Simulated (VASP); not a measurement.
# NaH (Fm-3m) in VASP: notebook

NaH is run at these levels: PBE; tasks: single point.

Everything below comes from runs of VASP 6.6.1. Logs are shortened: lines on timing, memory, paths and dates and some standing lists are left out, and cuts for length are marked.

## 1. The cell of the first run

The structure is cubic, space group Fm-3m (No. 225). Conventional cell: a = 4.795 Å, b = 4.795 Å, c = 4.795 Å, α = 90.00°, β = 90.00°, γ = 90.00°. Na (site symmetry m-3m) has 6 H at 2.40 Å within 3.2 Å. H (site symmetry m-3m) has 6 Na at 2.40 Å within 3.2 Å.

## 2. Single point, PBE

The input, INCAR:

```
SYSTEM = NaH
PREC     = Accurate       ! precision mode
ENCUT    = 520            ! plane-wave cutoff, eV
EDIFF    = 1E-6           ! SCF threshold, eV
ISMEAR   = 0              ! smearing method
SIGMA    = 0.01           ! smearing width, eV
LREAL    = .FALSE.        ! projectors in reciprocal space
LASPH    = .TRUE.         ! aspherical terms in the spheres
NELM     = 100            ! most SCF steps
ALGO     = Normal         ! electronic algorithm
ISIF     = 2              ! what is computed and relaxed
LWAVE    = .FALSE.        ! write WAVECAR
LCHARG   = .FALSE.        ! write CHGCAR
GGA      = PE             ! functional
NBANDS   = 11             ! bands
```

The input, KPOINTS:

```
Automatic mesh
0
G
  6 6 6
  0 0 0
```

The input, POSCAR:

```
NaH
1.0
    0.0000000000      2.3975122828      2.3975122828
    2.3975122828      0.0000000000      2.3975122828
    2.3975122828      2.3975122828      0.0000000000
Na H
1 1
Direct
    0.0000000000      0.0000000000      0.0000000000
    0.5000000000      0.5000000000      0.5000000000
```

Potentials or basis: VASP PAW PBE potentials, release 64 (Na_pv, H).

Launch:

```bash
> cat potpaw_PBE.64/Na_pv/POTCAR potpaw_PBE.64/H/POTCAR > POTCAR
> mpirun -np 1 vasp_std > vasp.out
```

OUTCAR:

```text
SYSTEM = NaH
   PREC = Accurate
   ENCUT = 520
   EDIFF = 1E-6
   ISMEAR = 0
   LREAL = .FALSE.
   LASPH = .TRUE.
   NELM = 100
   ISIF = 2
   GGA = PE

 ion  position               nearest neighbor table
   1  0.000  0.000  0.000-
   2  0.500  0.500  0.500-

  LATTYP: Found a face centered cubic cell.
 ALAT       =     4.7950245656

  Lattice vectors:

 A1 = (   0.0000000000,   2.3975122828,   2.3975122828)
 A2 = (   2.3975122828,   0.0000000000,   2.3975122828)
 A3 = (   2.3975122828,   2.3975122828,   0.0000000000)

Analysis of symmetry for initial positions (statically):
=====================================================================
 Subroutine PRICEL returns:
 Original cell was already a primitive cell.

 Routine SETGRP: Setting up the symmetry group for a
 face centered cubic supercell.

 Subroutine GETGRP returns: Found 48 space group operations
 (whereof 48 operations were pure point group operations)
 out of a pool of 48 trial point group operations.

The static configuration has the point symmetry O_h .

Analysis of symmetry for dynamics (positions and initial velocities):
=====================================================================
 Subroutine PRICEL returns:
 Original cell was already a primitive cell.

 Routine SETGRP: Setting up the symmetry group for a
 face centered cubic supercell.

 Subroutine GETGRP returns: Found 48 space group operations
 (whereof 48 operations were pure point group operations)
 out of a pool of 48 trial point group operations.

The dynamic configuration has the point symmetry O_h .

 Subroutine INISYM returns: Found 48 space group operations
 (whereof 48 operations are pure point group operations),
 and found     1 'primitive' translations

----------------------------------------------------------------------------------------

                                     Primitive cell

  volume of cell :      27.5621

  direct lattice vectors                    reciprocal lattice vectors
     0.000000000  2.397512283  2.397512283    -0.208549505  0.208549505  0.208549505
     2.397512283  0.000000000  2.397512283     0.208549505 -0.208549505  0.208549505
     2.397512283  2.397512283  0.000000000     0.208549505  0.208549505 -0.208549505

  length of vectors
     3.390594386  3.390594386  3.390594386     0.361218339  0.361218339  0.361218339

  position of ions in fractional coordinates (direct lattice)
     0.000000000  0.000000000  0.000000000
     0.500000000  0.500000000  0.500000000

  ion indices of the primitive-cell ions
   primitive index   ion index
[... 74 lines left out ...]
   TEBEG  =    0.0;   TEEND  =   0.0 temperature during run
   PSTRESS=    0.0 pullay stress
   NELECT =       8.0000    total number of electrons
   NUPDOWN=      -1.0000    fix difference up-down
   EMIN   =  10.00;   EMAX   =-10.00  energy-range for DOS
   EFERMI =   0.00;   METHOD = LEGACY
   ISMEAR =     0;   SIGMA  =   0.01  broadening in eV -4-tet -1-fermi 0-gaus
   EFERMI_NEDOS =   21; number of points for ismear=-14 and -15
   IALGO  =     38    algorithm
   IMIX   =      4    mixing-type and parameters
     AMIX     =   0.40;   BMIX     =  1.00
     AMIX_MAG =   1.60;   BMIX_MAG =  1.00
  volume/ion in A,a.u.               =      13.78        93.00
  Fermi-wavevector in a.u.,A,eV,Ry     =   1.083929  2.048328 15.985500  1.174901
  Thomas-Fermi vector in A             =   2.220006
   LORBIT       =      0    0 simple, 1 ext, 2 COOP (PROOUT), +10 PAW based schemes
   GGA     = PE    functional components
   LHFCALC =     F    Hartree Fock is set to
   AEXX    =    0.0000 exact exchange contribution
   IVDW    =     0    specifies the selected vdW correction
   LEPSILON=     F    determine dielectric tensor
   LRPA    =     F    only Hartree local field effects (RPA)
 non-spin polarized calculation
 Gauss-broadening in eV      SIGMA  =   0.01
  energy-cutoff  :      520.00
  volume of cell :       27.56
 maximum number of plane-waves:       754
 NGX is ok and might be reduce to    28
   NGX = 13   NGY = 13   NGZ = 13

 number of electron       7.9999992 magnetization

 Free energy of the ion-electron system (eV)
  ---------------------------------------------------
  ext. energy  EPLUGINS =         0.00000000
  ---------------------------------------------------
  free energy    TOTEN  =        -5.08640470 eV

  energy without entropy =       -5.08640470  energy(sigma->0) =       -5.08640470

 E-fermi :  -1.0215     XC(G=0):  -7.8486

 val. band max:       -1.0857941585   @ k =  -0.3333   0.5000   0.1667
 cond. band min:       2.7609773524   @ k =   0.5000   0.0000   0.0000
 fundamental gap:      3.8467715109
 Fermi energy:        -1.0215325294

 k-point     1 :       0.0000    0.0000    0.0000
  band No.  band energies     occupation
      1     -23.1001      2.00000
      2     -23.1001      2.00000
      3     -23.1001      2.00000
      4      -4.7222      2.00000
      5       9.5871      0.00000
      6      14.7385      0.00000
      7      14.7385      0.00000
      8      14.7385      0.00000
      9      15.6542      0.00000
     10      15.6542      0.00000
     11      15.6542      0.00000
[... 197 lines left out ...]
 k-point    16 :      -0.3333    0.5000    0.1667
  band No.  band energies     occupation
      1     -23.1763      2.00000
      2     -23.1483      2.00000
      3     -23.1361      2.00000
      4      -1.0858      2.00000
      5       4.2679      0.00000
      6       6.1631      0.00000
      7       7.8182      0.00000
      8      14.1110      0.00000
      9      14.2860      0.00000
     10      20.0289      0.00000
     11      20.1785      0.00000

------------------------ aborting loop because EDIFF is reached ----------------------------------------

  FORCE on cell =-STRESS in cart. coord.  units (eV):
  Direction    XX          YY          ZZ          XY          YZ          ZX
  --------------------------------------------------------------------------------------
  -------------------------------------------------------------------------------------
  Total        0.0915422      0.0915422      0.0915422     -0.0000000      0.0000000     -0.0000000
  in kB        5.3213175      5.3213175      5.3213175     -0.0000000      0.0000000     -0.0000000
  external PRESSURE =       5.3213175 kB  Pullay stress =       0.0000000 kB

 VOLUME and BASIS-vectors are now :
 -----------------------------------------------------------------------------
  energy-cutoff  :      520.00
  volume of cell :       27.56
      direct lattice vectors                 reciprocal lattice vectors
     0.000000000  2.397512283  2.397512283    -0.208549505  0.208549505  0.208549505
     2.397512283  0.000000000  2.397512283     0.208549505 -0.208549505  0.208549505
     2.397512283  2.397512283  0.000000000     0.208549505  0.208549505 -0.208549505

 POSITION                                       TOTAL-FORCE (eV/Angst)
 -----------------------------------------------------------------------------------
      0.00000      0.00000      0.00000         0.000000      0.000000      0.000000
      2.39751      2.39751      2.39751         0.000000     -0.000000     -0.000000
 -----------------------------------------------------------------------------------
    total drift:                               -0.000000     -0.000000     -0.000000

  FREE ENERGIE OF THE ION-ELECTRON SYSTEM (eV)
  ---------------------------------------------------
  free  energy   TOTEN  =        -5.0864046968 eV

  energy  without entropy=       -5.0864046968  energy(sigma->0) =       -5.08640470
```

OSZICAR:

```text
N       E                     dE             d eps       ncg     rms          rms(c)
DAV:   1     0.367773627054E+02    0.36777E+02   -0.46646E+03   355   0.757E+02
DAV:   2    -0.431243838674E+01   -0.41090E+02   -0.40632E+02   367   0.190E+02
DAV:   3    -0.550836446407E+01   -0.11959E+01   -0.11942E+01   435   0.325E+01
DAV:   4    -0.551582946858E+01   -0.74650E-02   -0.74643E-02   419   0.260E+00
DAV:   5    -0.551589330515E+01   -0.63837E-04   -0.63835E-04   415   0.252E-01    0.321E+00
DAV:   6    -0.517568097676E+01    0.34021E+00   -0.32508E-01   390   0.281E+00    0.149E+00
DAV:   7    -0.508189660966E+01    0.93784E-01   -0.32370E-01   391   0.217E+00    0.349E-01
DAV:   8    -0.508646047356E+01   -0.45639E-02   -0.98706E-03   388   0.971E-01    0.671E-02
DAV:   9    -0.508641782249E+01    0.42651E-04   -0.11288E-03   408   0.358E-01    0.231E-02
DAV:  10    -0.508640202615E+01    0.15796E-04   -0.59977E-05   410   0.493E-02    0.421E-03
DAV:  11    -0.508640494044E+01   -0.29143E-05   -0.57140E-06   402   0.111E-02    0.313E-03
DAV:  12    -0.508640469679E+01    0.24365E-06   -0.21583E-07   233   0.310E-03
   1 F= -.50864047E+01 E0= -.50864047E+01  d E =-.364514E-21
```

It took 4.2 s on 1 thread of Intel Xeon Platinum 8488C (Sapphire Rapids), shared host; peak memory 0.14 GiB.

Results:

| Property | Result |
| --- | --- |
| Free energy | -5.0864 eV |
| Pressure | 0.5 GPa |
| Band gap on the k mesh | 3.85 eV (least direct gap 4.67 eV) |

A k mesh can miss the band edges.

## 3. Single point, PBE (strain -2.5%)

The input, INCAR:

```
SYSTEM = NaH
ALGO = Normal
EDIFF = 1E-6
ENCUT = 520
GGA = PE
ISIF = 2
ISMEAR = 0
LASPH = .TRUE.
LCHARG = .FALSE.
LREAL = .FALSE.
LWAVE = .FALSE.
NBANDS = 11
NELM = 100
PREC = Accurate
SIGMA = 0.01
```

The input, KPOINTS:

```
k-points
0
G
  6 6 6
  0 0 0
```

The input, POSCAR:

```
NaH
1.0
    0.0000000000      2.3375744757      2.3375744757
    2.3375744757      0.0000000000      2.3375744757
    2.3375744757      2.3375744757      0.0000000000
Na H
1 1
Direct
    0.0000000000      0.0000000000      0.0000000000
    0.5000000000      0.5000000000      0.5000000000
```

Potentials or basis: VASP PAW PBE potentials, release 64 (Na_pv, H).

Launch:

```bash
> cat potpaw_PBE.64/Na_pv/POTCAR potpaw_PBE.64/H/POTCAR > POTCAR
> mpirun -np 1 vasp_std > vasp.out
```

Wall time 4.2 s (1 thread of Intel Xeon Platinum 8488C (Sapphire Rapids), shared host); peak memory 0.14 GiB.

The run converged. Its results:

* Free energy: -5.0657 eV
* Pressure: 2.7 GPa
* Band gap on the k mesh: 3.98 eV (least direct gap 4.83 eV)

Levels at points of the mesh, in eV from the valence-band top:
```csv
k point,band 1,band 2,band 3,band 4,band 5,band 6,band 7,band 8,band 9
"(0.00, 0.00, 0.00)",-21.88,-21.88,-21.88,-3.85,11.38,16.41,16.41,16.41,17.52
"(0.50, 0.00, 0.00)",-22.01,-21.90,-21.90,-0.85,3.98,11.54,14.06,14.06,17.53
"(0.50, 0.50, 0.00)",-22.00,-21.93,-21.93,-0.15,4.89,10.46,11.36,11.36,12.89
```

Caveat: the cell differs from its parent crystal (strain -2.5%). A k mesh can miss the band edges.
